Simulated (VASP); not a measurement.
# Ge (I4/mmm) in VASP: notebook

Aim: see how the results for Ge move with the level of theory and the settings. Levels: LDA, PBE, HF. Tasks: single point, relaxation of cell and atoms.

All numbers are computed with VASP 6.6.1; they aren't measurements. Logs are shortened: lines on timing, memory, paths and dates and some standing lists are left out, and cuts for length are marked.

### Step 1. The cell of the first run

It takes space group I4/mmm (No. 139, tetragonal). The conventional cell has a = 3.217 Å, b = 3.217 Å, c = 3.746 Å, α = 90.00°, β = 90.00°, γ = 90.00°. Within 3.9 Å of Ge (site symmetry 4/mmm) lie 14 Ge at 2.95 to 3.75 Å.

### Step 2. Single point, LDA

INCAR reads:

```
ALGO = Normal
EDIFF = 1E-6
ENCUT = 520
ISIF = 2
ISMEAR = -1
LASPH = T
LCHARG = F
LREAL = F
LWAVE = F
NBANDS = 13
NELM = 60
PREC = Accurate
SIGMA = 0.05
```

KPOINTS reads:

```
k-points
0
Gamma
  12 12 12
```

POSCAR reads:

```
Ge
1.0
   -1.6084200000      1.6084200000      1.8731800000
    1.6084200000     -1.6084200000      1.8731800000
    1.6084200000      1.6084200000     -1.8731800000
Ge
1
Direct
    0.5000000000      0.5000000000      0.0000000000
```

Potentials or basis: VASP PAW LDA potentials, release 64 (Ge_d).

On the command line:

```
$ cat potpaw_LDA.64/Ge_d/POTCAR > POTCAR
$ mpirun -np 1 vasp_std > vasp.out
```

OUTCAR:

```text
EDIFF = 1E-6
   ENCUT = 520
   ISIF = 2
   ISMEAR = -1
   LASPH = T
   LREAL = F
   NELM = 60
   PREC = Accurate

 ion  position               nearest neighbor table
   1  0.500  0.500  0.000-

  LATTYP: Found a body centered tetragonal cell.
 ALAT       =     3.2168400000
 C/A-ratio  =     1.1646087465

  Lattice vectors:

 A1 = (  -1.6084200000,   1.6084200000,   1.8731800000)
 A2 = (   1.6084200000,  -1.6084200000,   1.8731800000)
 A3 = (   1.6084200000,   1.6084200000,  -1.8731800000)

Analysis of symmetry for initial positions (statically):
=====================================================================
 Subroutine PRICEL returns:
 Original cell was already a primitive cell.

 Routine SETGRP: Setting up the symmetry group for a
 body centered tetragonal supercell.

 Subroutine GETGRP returns: Found 16 space group operations
 (whereof 16 operations were pure point group operations)
 out of a pool of 16 trial point group operations.

The static configuration has the point symmetry D_4h.

Analysis of symmetry for dynamics (positions and initial velocities):
=====================================================================
 Subroutine PRICEL returns:
 Original cell was already a primitive cell.

 Routine SETGRP: Setting up the symmetry group for a
 body centered tetragonal supercell.

 Subroutine GETGRP returns: Found 16 space group operations
 (whereof 16 operations were pure point group operations)
 out of a pool of 16 trial point group operations.

The dynamic configuration has the point symmetry D_4h.

 Subroutine INISYM returns: Found 16 space group operations
 (whereof 16 operations are pure point group operations),
 and found     1 'primitive' translations

----------------------------------------------------------------------------------------

                                     Primitive cell

  volume of cell :      19.3838

  direct lattice vectors                    reciprocal lattice vectors
    -1.608420000  1.608420000  1.873180000     0.000000000  0.310864078  0.266925763
     1.608420000 -1.608420000  1.873180000     0.310864078  0.000000000  0.266925763
     1.608420000  1.608420000 -1.873180000     0.310864078  0.310864078  0.000000000

  length of vectors
     2.946664743  2.946664743  2.946664743     0.409738743  0.409738743  0.439628195

  position of ions in fractional coordinates (direct lattice)
     0.500000000  0.500000000  0.000000000

  ion indices of the primitive-cell ions
   primitive index   ion index
                 1           1

----------------------------------------------------------------------------------------

 KPOINTS: k-points

Automatic generation of k-mesh.
 Grid dimensions read from file:
 generate k-points for:   12   12   12

 Generating k-lattice:

  Cartesian coordinates                     Fractional coordinates (reciprocal lattice)
     0.000000000  0.025905340  0.022243814     0.083333333  0.000000000  0.000000000
     0.025905340  0.000000000  0.022243814     0.000000000  0.083333333  0.000000000
     0.025905340  0.025905340  0.000000000     0.000000000  0.000000000  0.083333333

  Length of vectors
     0.034144895  0.034144895  0.036635683

  Shift w.r.t. Gamma in fractional coordinates (k-lattice)
     0.000000000  0.000000000  0.000000000

 Subroutine IBZKPT returns following result:
 ===========================================

 Found    163 irreducible k-points:

 Following reciprocal coordinates:
            Coordinates               Weight
  0.000000  0.000000  0.000000      1.000000
  0.083333  0.000000 -0.000000      8.000000
  0.166667  0.000000  0.000000      8.000000
  0.250000 -0.000000  0.000000      8.000000
  0.333333 -0.000000  0.000000      8.000000
  0.416667 -0.000000  0.000000      8.000000
[... 16 lines left out ...]
  0.500000  0.166667  0.000000     16.000000
 -0.416667  0.166667 -0.000000     16.000000
 [... further k-points ...]
   k-points           NKPTS =    163   k-points in BZ     NKDIM =    163   number of bands    NBANDS=     13
   number of dos      NEDOS =    301   number of ions     NIONS =      1
   total plane-waves  NPLWV =  13824
   dimension x,y,z NGX =    24 NGY =   24 NGZ =   24
   dimension x,y,z NGXF=    48 NGYF=   48 NGZF=   48
   ions per type =               1
   NGX,Y,Z   is equivalent  to a cutoff of  13.54, 13.54, 13.54 a.u.
   NGXF,Y,Z  is equivalent  to a cutoff of  27.08, 27.08, 27.08 a.u.
 SYSTEM =  unknown system
   PREC   = accura    normal or accurate (medium, high low for compatibility)
   ISTART =      0    job   : 0-new  1-cont  2-samecut
   ICHARG =      2    charge: 1-file 2-atom 10-const
   ISPIN  =      1    spin polarized calculation?
   LNONCOLLINEAR =      F non collinear calculations
   LSORBIT =      F    spin-orbit coupling
   LASPH  =      T    aspherical Exc in radial PAW
   ENCUT  =  520.0 eV  38.22 Ry    6.18 a.u.   5.48  5.48  5.48*2*pi/ulx,y,z
   NELM   =     60;   NELMIN=  2; NELMDL= -5     # of ELM steps
   EDIFF  = 0.1E-05   stopping-criterion for ELM
   LREAL  =      F    real-space projection
[... 7 lines left out ...]
   TEBEG  =    0.0;   TEEND  =   0.0 temperature during run
   PSTRESS=    0.0 pullay stress
   NELECT =      14.0000    total number of electrons
   NUPDOWN=      -1.0000    fix difference up-down
   EMIN   =  10.00;   EMAX   =-10.00  energy-range for DOS
   EFERMI =   0.00;   METHOD = LEGACY
   ISMEAR =    -1;   SIGMA  =   0.05  broadening in eV -4-tet -1-fermi 0-gaus
   EFERMI_NEDOS =   21; number of points for ismear=-14 and -15
   IALGO  =     38    algorithm
   IMIX   =      4    mixing-type and parameters
     AMIX     =   0.40;   BMIX     =  1.00
     AMIX_MAG =   1.60;   BMIX_MAG =  1.00
  volume/ion in A,a.u.               =      19.38       130.81
  Fermi-wavevector in a.u.,A,eV,Ry     =   1.468829  2.775685 29.354024  2.157460
  Thomas-Fermi vector in A             =   2.584280
   LORBIT       =      0    0 simple, 1 ext, 2 COOP (PROOUT), +10 PAW based schemes
   GGA     = CA    functional components
   LHFCALC =     F    Hartree Fock is set to
   AEXX    =    0.0000 exact exchange contribution
   IVDW    =     0    specifies the selected vdW correction
   LEPSILON=     F    determine dielectric tensor
   LRPA    =     F    only Hartree local field effects (RPA)
 non-spin polarized calculation
  energy-cutoff  :      520.00
  volume of cell :       19.38
 maximum number of plane-waves:       536
 NGX is ok and might be reduce to    24
   NGX = 11   NGY = 11   NGZ = 11

 number of electron      13.9999999 magnetization

 Free energy of the ion-electron system (eV)
  ---------------------------------------------------
  ext. energy  EPLUGINS =         0.00000000
  ---------------------------------------------------
  free energy    TOTEN  =        -4.86402579 eV

  energy without entropy =       -4.86048018  energy(sigma->0) =       -4.86225298

 E-fermi :   6.2990     XC(G=0): -11.4385

 val. band max:        6.2677341120   @ k =  -0.3333   0.3333   0.1667
 cond. band min:       6.3592332548   @ k =   0.3333   0.3333   0.1667
 fundamental gap:      0.0914991428
 Fermi energy:         6.2989512871

 k-point     1 :       0.0000    0.0000    0.0000
  band No.  band energies     occupation
      1     -18.5780      2.00000
      2     -18.5780      2.00000
      3     -18.5590      2.00000
      4     -18.5253      2.00000
      5     -18.4883      2.00000
      6      -6.7168      2.00000
      7      14.6995      0.00000
      8      14.9847      0.00000
      9      14.9847      0.00000
     10      20.2158      0.00000
     11      20.2158      0.00000
     12      21.5885      0.00000
     13      21.8922      0.00000

 k-point     2 :       0.0833    0.0000   -0.0000
  band No.  band energies     occupation
      1     -18.5753      2.00000
      2     -18.5751      2.00000
      3     -18.5561      2.00000
      4     -18.5256      2.00000
      5     -18.4897      2.00000
      6      -6.5448      2.00000
      7      13.3801      0.00000
      8      14.5181      0.00000
      9      14.7271      0.00000
     10      19.6119      0.00000
     11      20.4585      0.00000
     12      21.2619      0.00000
     13      22.6551      0.00000

 k-point     3 :       0.1667    0.0000    0.0000
  band No.  band energies     occupation
      1     -18.5750      2.00000
      2     -18.5691      2.00000
      3     -18.5405      2.00000
      4     -18.5260      2.00000
      5     -18.4932      2.00000
      6      -6.0294      2.00000
      7      10.5291      0.00000
      8      13.5693      0.00000
      9      14.4429      0.00000
     10      18.6896      0.00000
     11      19.7181      0.00000
     12      21.4624      0.00000
     13      22.3884      0.00000
[... 305 lines left out ...]
 k-point    23 :       0.5000    0.1667    0.0000
  band No.  band energies     occupation
      1     -18.5853      2.00000
      2     -18.5536      2.00000
      3     -18.5187      2.00000
      4     -18.4997      2.00000
      5     -18.4719      2.00000
      6      -1.8189      2.00000
      7       2.5306      2.00000
      8       8.2600      0.00000
      9      11.6874      0.00000
     10      17.3779      0.00000
     11      19.3699      0.00000
     12      22.7565      0.00000
     13      26.7792      0.00000

 k-point    24 :      -0.4167    0.1667   -0.0000
  band No.  band energies     occupation
      1     -18.5850      2.00000
      2     -18.5572      2.00000
      3     -18.5187      2.00000
      4     -18.5027      2.00000
      5     -18.4791      2.00000
      6      -3.2387      2.00000
      7       4.7692      2.00000
      8       9.0201      0.00000
      9      11.7364      0.00000
     10      16.8561      0.00000
     11      19.6743      0.00000
     12      22.6825      0.00000
     13      24.3879      0.00000

 [... further k-points ...]
[... 5 lines left out ...]
  --------------------------------------------------------------------------------------
  -------------------------------------------------------------------------------------
  Total       -0.5536584     -0.5536584     -0.4673311      0.0000000     -0.0000000      0.0000000
  in kB      -45.7629510    -45.7629510    -38.6275220      0.0000000     -0.0000000      0.0000000
  external PRESSURE =     -43.3844747 kB  Pullay stress =       0.0000000 kB

 VOLUME and BASIS-vectors are now :
 -----------------------------------------------------------------------------
  energy-cutoff  :      520.00
  volume of cell :       19.38
      direct lattice vectors                 reciprocal lattice vectors
    -1.608420000  1.608420000  1.873180000     0.000000000  0.310864078  0.266925763
     1.608420000 -1.608420000  1.873180000     0.310864078  0.000000000  0.266925763
     1.608420000  1.608420000 -1.873180000     0.310864078  0.310864078  0.000000000

 POSITION                                       TOTAL-FORCE (eV/Angst)
 -----------------------------------------------------------------------------------
      0.00000      0.00000      1.87318         0.000000     -0.000000      0.000000
 -----------------------------------------------------------------------------------
    total drift:                               -0.000000      0.000000      0.000000

  FREE ENERGIE OF THE ION-ELECTRON SYSTEM (eV)
  ---------------------------------------------------
  free  energy   TOTEN  =        -4.8640257896 eV

  energy  without entropy=       -4.8604801776  energy(sigma->0) =       -4.86225298
```

It took 13 s on 1 thread of Intel Xeon Platinum 8375C at 2.90GHz (Ice Lake), shared host; peak memory 0.15 GiB.

What came out:

- Free energy: -4.8640 eV
- Pressure: -4.3 GPa
- Band gap on the k mesh: zero (band 7 reaches 14.70 eV, above the bottom of band 8 at 3.55 eV)

### Step 3. Single point, PBE

This run uses another cell than the first one, of 19.53 Å³/atom, 1.008 times its volume.

INCAR reads:

```
SYSTEM = Ge
PREC = Accurate
ENCUT = 520
EDIFF = 1E-6
ISMEAR = -1
SIGMA = 0.05
LREAL = .FALSE.
LASPH = .TRUE.
NELM = 80
ALGO = Normal
ISIF = 2
LWAVE = .FALSE.
LCHARG = .FALSE.
GGA = PE
NBANDS = 13
```

KPOINTS reads:

```
Automatic mesh
0
G
  12 12 12
  0 0 0
```

POSCAR reads:

```
Ge
1.0
   -1.5855185498      1.5855185498      1.9424813906
    1.5855185498     -1.5855185498      1.9424813906
    1.5855185498      1.5855185498     -1.9424813906
Ge
1
Direct
    0.5000000000      0.5000000000      0.0000000000
```

Potentials or basis: VASP PAW PBE potentials, release 64 (Ge_d).

On the command line:

```
$ cat potpaw_PBE.64/Ge_d/POTCAR > POTCAR
$ mpirun -np 1 vasp_std > vasp.out
```

OUTCAR:

```text
SYSTEM = Ge
   PREC = Accurate
   ENCUT = 520
   EDIFF = 1E-6
   ISMEAR = -1
   LREAL = .FALSE.
   LASPH = .TRUE.
   NELM = 80
   ISIF = 2
   GGA = PE

 ion  position               nearest neighbor table
   1  0.500  0.500  0.000-

  LATTYP: Found a body centered tetragonal cell.
 ALAT       =     3.1710370996
 C/A-ratio  =     1.2251394920

  Lattice vectors:

 A1 = (  -1.5855185498,   1.5855185498,   1.9424813906)
 A2 = (   1.5855185498,  -1.5855185498,   1.9424813906)
 A3 = (   1.5855185498,   1.5855185498,  -1.9424813906)

Analysis of symmetry for initial positions (statically):
=====================================================================
 Subroutine PRICEL returns:
 Original cell was already a primitive cell.

 Routine SETGRP: Setting up the symmetry group for a
 body centered tetragonal supercell.

 Subroutine GETGRP returns: Found 16 space group operations
 (whereof 16 operations were pure point group operations)
 out of a pool of 16 trial point group operations.

The static configuration has the point symmetry D_4h.

Analysis of symmetry for dynamics (positions and initial velocities):
[... 162 lines left out ...]
 Fermi energy:         6.5045526468

 k-point     1 :       0.0000    0.0000    0.0000
  band No.  band energies     occupation
      1     -18.3033      2.00000
      2     -18.3033      2.00000
      3     -18.2773      2.00000
      4     -18.2625      2.00000
      5     -18.2227      2.00000
      6      -6.4575      2.00000
      7      14.9654      0.00000
      8      15.2024      0.00000
      9      15.2024      0.00000
     10      20.1863      0.00000
     11      20.1863      0.00000
     12      21.2365      0.00000
     13      21.6691      0.00000
[... 354 lines left out ...]
  band No.  band energies     occupation
      1     -18.3096      2.00000
      2     -18.2835      2.00000
      3     -18.2511      2.00000
      4     -18.2325      2.00000
      5     -18.2080      2.00000
      6      -2.9360      2.00000
      7       4.8334      2.00000
      8       9.5483      0.00000
      9      11.8480      0.00000
     10      16.4355      0.00000
     11      20.2881      0.00000
     12      22.8229      0.00000
     13      24.2555      0.00000

 [... further k-points ...]
[... 5 lines left out ...]
  --------------------------------------------------------------------------------------
  -------------------------------------------------------------------------------------
  Total       -0.0125320     -0.0125320     -0.0101975      0.0000000      0.0000000      0.0000000
  in kB       -1.0279517     -1.0279517     -0.8364574      0.0000000      0.0000000      0.0000000
  external PRESSURE =      -0.9641203 kB  Pullay stress =       0.0000000 kB

 VOLUME and BASIS-vectors are now :
 -----------------------------------------------------------------------------
  energy-cutoff  :      520.00
  volume of cell :       19.53
      direct lattice vectors                 reciprocal lattice vectors
    -1.585518550  1.585518550  1.942481391     0.000000000  0.315354242  0.257402723
     1.585518550 -1.585518550  1.942481391     0.315354242  0.000000000  0.257402723
     1.585518550  1.585518550 -1.942481391     0.315354242  0.315354242  0.000000000

 POSITION                                       TOTAL-FORCE (eV/Angst)
 -----------------------------------------------------------------------------------
      0.00000      0.00000      1.94248        -0.000000     -0.000000      0.000000
 -----------------------------------------------------------------------------------
    total drift:                               -0.000000      0.000000      0.000000

  FREE ENERGIE OF THE ION-ELECTRON SYSTEM (eV)
  ---------------------------------------------------
  free  energy   TOTEN  =        -4.1875370496 eV

  energy  without entropy=       -4.1842168424  energy(sigma->0) =       -4.18587695
```

Wall time 14 s (1 thread of Intel Xeon Platinum 8375C at 2.90GHz (Ice Lake), shared host); peak memory 0.16 GiB.

Results:

- Free energy: -4.1875 eV
- Pressure: -0.1 GPa
- Band gap on the k mesh: zero (band 7 reaches 14.97 eV, above the bottom of band 8 at 3.85 eV)

Levels at points of the mesh, in eV from the Fermi level:
```
           k point  band 3  band 4  band 5  band 6  band 7  band 8  band 9  band 10  band 11  band 12
(0.00, 0.00, 0.00)  -24.78  -24.77  -24.73  -12.96    8.46    8.70    8.70    13.68    13.68    14.73
(0.50, 0.00, 0.00)  -24.77  -24.72  -24.70   -7.84   -5.37    5.37    7.30    10.62    11.08    14.76
(0.50, 0.50, 0.00)  -24.72  -24.71  -24.68   -6.46   -4.66    2.85    3.98     7.23     7.42    23.62
(0.50, 0.50, 0.50)  -24.71  -24.69  -24.69   -4.11   -2.98    1.14    1.14     4.79     5.56    26.66
```

(Continued in part 2 of 2.)
